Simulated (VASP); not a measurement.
# TiSi2 (Cmcm) in VASP: single point with r2SCAN

Aim: the single point of TiSi2 with r2SCAN.

Program: VASP 6.6.1. These are calculated values, not measurements. Logs are shortened: lines on timing, memory, paths and dates and some standing lists are left out, and cuts for length are marked.

### 1 The cell of the first run

It takes space group Cmcm (No. 63, orthorhombic). Conventional cell: a = 3.530 Å, b = 13.519 Å, c = 3.565 Å, α = 90.00°, β = 90.00°, γ = 90.00°. Ti (site symmetry m2m) has 10 Si at 2.58 to 2.81 Å and 6 Ti at 3.31 to 3.57 Å within 3.6 Å. Si (site symmetry m2m) has 6 Si at 2.38 to 3.15 Å and 6 Ti at 2.58 to 2.81 Å within 3.2 Å. Within 3.3 Å of Si (site symmetry m2m) lie 8 Si at 2.51 to 3.15 Å and 4 Ti at 2.66 to 2.67 Å.

### 2 Single point, r2SCAN

POSCAR

```
TiSi2
1.0
    1.7651050000     -6.7592820000      0.0000000000
    1.7651050000      6.7592820000      0.0000000000
    0.0000000000      0.0000000000      3.5651740000
Ti Si
2 4
Direct
    0.8968820000      0.1031180000      0.7500000000
    0.1031180000      0.8968820000      0.2500000000
    0.5582510000      0.4417490000      0.7500000000
    0.4417490000      0.5582510000      0.2500000000
    0.2496850000      0.7503150000      0.7500000000
    0.7503150000      0.2496850000      0.2500000000
```

INCAR.step1

```
ALGO     = Normal         # electronic algorithm
EDIFF    = 1E-4           # SCF threshold, eV
ENCUT    = 520            # plane-wave cutoff, eV
GGA      = PE             # functional
ISMEAR   = -1             # smearing method
LASPH    = T              # aspherical terms in the spheres
LCHARG   = F              # write CHGCAR
LREAL    = F              # projectors in reciprocal space
LWAVE    = T              # write WAVECAR
NBANDS   = 29             # bands
NELM     = 60             # most SCF steps
PREC     = Accurate       # precision mode
SIGMA    = 0.1            # smearing width, eV
```

INCAR.step2

```
ALGO     = Normal         # electronic algorithm
EDIFF    = 1E-6           # SCF threshold, eV
ENCUT    = 520            # plane-wave cutoff, eV
ISIF     = 2              # what is computed and relaxed
ISMEAR   = -1             # smearing method
ISTART   = 1            
LASPH    = T              # aspherical terms in the spheres
LCHARG   = F              # write CHGCAR
LMIXTAU  = T            
LREAL    = F              # projectors in reciprocal space
LWAVE    = F              # write WAVECAR
METAGGA  = R2SCAN         # meta-GGA
NBANDS   = 29             # bands
NELM     = 60             # most SCF steps
PREC     = Accurate       # precision mode
SIGMA    = 0.1            # smearing width, eV
```

KPOINTS

```
k-points
0
Gamma
  7 7 6
```

Potentials or basis: VASP PAW PBE potentials, release 64 (Ti_sv, Si).

Command:

```bash
$ cat potpaw_PBE.64/Ti_sv/POTCAR potpaw_PBE.64/Si/POTCAR > POTCAR
$ cp INCAR.step1 INCAR
$ mpirun -np 1 vasp_std > vasp.out
$ cp INCAR.step2 INCAR
$ mpirun -np 1 vasp_std > vasp.out
```

OUTCAR:

```text
EDIFF = 1E-6
   ENCUT = 520
   ISIF = 2
   ISMEAR = -1
   ISTART = 1
   LASPH = T
   LREAL = F
   METAGGA = R2SCAN
   NELM = 60
   PREC = Accurate

 ion  position               nearest neighbor table
   1  0.897  0.103  0.750-   4 2.58   4 2.58   4 2.58   4 2.58   5 2.66   5 2.66   6 2.67   6 2.67
                             3 2.81   3 2.81
   2  0.103  0.897  0.250-   3 2.58   3 2.58   3 2.58   3 2.58   6 2.66   6 2.66   5 2.67   5 2.67
                             4 2.81   4 2.81
   3  0.558  0.442  0.750-   4 2.38   4 2.38   2 2.58   2 2.58   2 2.58   2 2.58   1 2.81   1 2.81
                             5 3.13   5 3.13
   4  0.442  0.558  0.250-   3 2.38   3 2.38   1 2.58   1 2.58   1 2.58   1 2.58   2 2.81   2 2.81
                             6 3.13   6 3.13
   5  0.250  0.750  0.750-   6 2.51   6 2.51   6 2.51   6 2.51   1 2.66   1 2.66   2 2.67   2 2.67
                             3 3.13   3 3.13
   6  0.750  0.250  0.250-   5 2.51   5 2.51   5 2.51   5 2.51   2 2.66   2 2.66   1 2.67   1 2.67
                             4 3.13   4 3.13

  LATTYP: Found a base centered orthorhombic cell.
 ALAT       =     3.5302100000
 B/A-ratio  =     3.8293937188
 C/A-ratio  =     1.0099042267

  Lattice vectors:

 A1 = (   1.7651050000,  -6.7592820000,   0.0000000000)
 A2 = (   1.7651050000,   6.7592820000,   0.0000000000)
 A3 = (   0.0000000000,   0.0000000000,   3.5651740000)

Analysis of symmetry for initial positions (statically):
=====================================================================
 Subroutine PRICEL returns:
 Original cell was already a primitive cell.

 Routine SETGRP: Setting up the symmetry group for a
 base centered orthorhombic supercell.

 Subroutine GETGRP returns: Found  8 space group operations
 (whereof  4 operations were pure point group operations)
 out of a pool of  8 trial point group operations.

The static configuration has the point symmetry C_2h.
 The point group associated with its full space group is D_2h.

Analysis of symmetry for dynamics (positions and initial velocities):
=====================================================================
 Subroutine PRICEL returns:
 Original cell was already a primitive cell.

 Routine SETGRP: Setting up the symmetry group for a
 base centered orthorhombic supercell.

 Subroutine GETGRP returns: Found  8 space group operations
 (whereof  4 operations were pure point group operations)
 out of a pool of  8 trial point group operations.

The dynamic configuration has the point symmetry C_2h.
 The point group associated with its full space group is D_2h.

[... 109 lines left out ...]
   NSW    =      0    number of steps for IOM
   IBRION =     -1    ionic relax: 0-MD 1-quasi-New 2-CG
   NFREE  =      0    steps in history (QN), initial steepest desc. (CG)
   ISIF   =      2    stress and relaxation
   ISYM   =      2    0-nonsym 1-usesym 2-fastsym
   POTIM  = 0.5000    time-step for ionic-motion
   TEBEG  =    0.0;   TEEND  =   0.0 temperature during run
   PSTRESS=    0.0 pullay stress
   NELECT =      40.0000    total number of electrons
   NUPDOWN=      -1.0000    fix difference up-down
   EMIN   =  10.00;   EMAX   =-10.00  energy-range for DOS
   EFERMI =   0.00;   METHOD = LEGACY
   ISMEAR =    -1;   SIGMA  =   0.10  broadening in eV -4-tet -1-fermi 0-gaus
   EFERMI_NEDOS =   21; number of points for ismear=-14 and -15
   IALGO  =     38    algorithm
   IMIX   =      4    mixing-type and parameters
     AMIX     =   0.40;   BMIX     =  1.00
     AMIX_MAG =   1.60;   BMIX_MAG =  1.00
  volume/ion in A,a.u.               =      14.18        95.68
  Fermi-wavevector in a.u.,A,eV,Ry     =   1.273017  2.405653 22.049226  1.620572
  Thomas-Fermi vector in A             =   2.405864
   LORBIT       =      0    0 simple, 1 ext, 2 COOP (PROOUT), +10 PAW based schemes
   METAGGA = R2SCAN    functional components
   LHFCALC =     F    Hartree Fock is set to
   AEXX    =    0.0000 exact exchange contribution
   IVDW    =     0    specifies the selected vdW correction
   LEPSILON=     F    determine dielectric tensor
   LRPA    =     F    only Hartree local field effects (RPA)
 non-spin polarized calculation
  energy-cutoff  :      520.00
  volume of cell :       85.07
 maximum number of plane-waves:      2315
 NGX is ok and might be reduce to    54
   NGX = 25   NGY = 25   NGZ = 13

 number of electron      40.0000004 magnetization

 Free energy of the ion-electron system (eV)
  ---------------------------------------------------
  ext. energy  EPLUGINS =         0.00000000
  ---------------------------------------------------
  free energy    TOTEN  =       -64.29419281 eV

  energy without entropy =      -64.24372520  energy(sigma->0) =      -64.26895900

 E-fermi :  10.6229     XC(G=0): -12.4359

 val. band max:       10.6226796758   @ k =  -0.2857   0.1429   0.1667
 cond. band min:      10.6518222737   @ k =  -0.2857   0.2857   0.3333
 fundamental gap:      0.0291425979
 Fermi energy:        10.6228751748

 k-point     1 :       0.0000    0.0000    0.0000
  band No.  band energies     occupation
      1     -48.6001      2.00000
      2     -48.5902      2.00000
      3     -23.9185      2.00000
      4     -23.8732      2.00000
      5     -23.8611      2.00000
      6     -23.8592      2.00000
[... 757 lines left out ...]
     28      14.1440      0.00000
     29      14.5124      0.00000

 [... further k-points ...]

------------------------ aborting loop because EDIFF is reached ----------------------------------------

  FORCE on cell =-STRESS in cart. coord.  units (eV):
  Direction    XX          YY          ZZ          XY          YZ          ZX
  --------------------------------------------------------------------------------------
  -------------------------------------------------------------------------------------
  Total        0.1472519      0.1603295     -0.0267251      0.0000000      0.0000000      0.0000000
  in kB        2.7732548      3.0195498     -0.5033237      0.0000000      0.0000000      0.0000000
  external PRESSURE =       1.7631603 kB  Pullay stress =       0.0000000 kB

 VOLUME and BASIS-vectors are now :
 -----------------------------------------------------------------------------
  energy-cutoff  :      520.00
  volume of cell :       85.07
      direct lattice vectors                 reciprocal lattice vectors
     1.765105000 -6.759282000  0.000000000     0.283269267 -0.073972354  0.000000000
     1.765105000  6.759282000  0.000000000     0.283269267  0.073972354  0.000000000
     0.000000000  0.000000000  3.565174000     0.000000000  0.000000000  0.280491219

 POSITION                                       TOTAL-FORCE (eV/Angst)
 -----------------------------------------------------------------------------------
      1.76510     -5.36527      2.67388         0.000000      0.008365      0.000000
      1.76510      5.36527      0.89129         0.000000     -0.008365     -0.000000
      1.76510     -0.78747      2.67388         0.000000     -0.005520     -0.000000
      1.76510      0.78747      0.89129         0.000000      0.005520     -0.000000
      1.76510      3.38390      2.67388         0.000000      0.022670     -0.000000
      1.76510     -3.38390      0.89129         0.000000     -0.022670     -0.000000
 -----------------------------------------------------------------------------------
    total drift:                                0.000000     -0.000000     -0.000000

  FREE ENERGIE OF THE ION-ELECTRON SYSTEM (eV)
  ---------------------------------------------------
  free  energy   TOTEN  =       -64.2941928083 eV

  energy  without entropy=      -64.2437251998  energy(sigma->0) =      -64.26895900
```

Wall time 11 min (1 thread of AMD EPYC 9R45 (Zen 5), shared host); peak memory 0.34 GiB.

Results:

* Free energy: -64.2942 eV
* Pressure: 0.2 GPa
* Largest force: 0.023 eV/Å
* Band gap on the k mesh: zero (bands 20 and 21 overlap by 0.90 eV)

Forces on the atoms (eV/Å):
```
Ti   0.000  0.008  0.000
Ti   0.000 -0.008  0.000
Si   0.000 -0.006  0.000
Si   0.000  0.006  0.000
Si   0.000  0.023  0.000
Si   0.000 -0.023  0.000
```

Stress tensor (GPa, compression positive):
```
 0.28  0.00  0.00
 0.00  0.30  0.00
 0.00  0.00 -0.05
```

Levels at points of the mesh, in eV from the Fermi level:
| k point | band 17 | band 18 | band 19 | band 20 | band 21 | band 22 | band 23 | band 24 |
| --- | --- | --- | --- | --- | --- | --- | --- | --- |
| (0.00, 0.00, 0.00) | -2.31 | -2.24 | -2.21 | 0.46 | 0.84 | 0.88 | 0.95 | 1.37 |
| (0.00, 0.00, 0.50) | -1.72 | -1.72 | -0.08 | -0.08 | 0.86 | 0.86 | 1.50 | 1.50 |

Caveat: the PAW data sets were made with another functional, which shifts forces and pressure a little.

The gap in the log of VASP goes by the Fermi energy; the results here count the filled bands.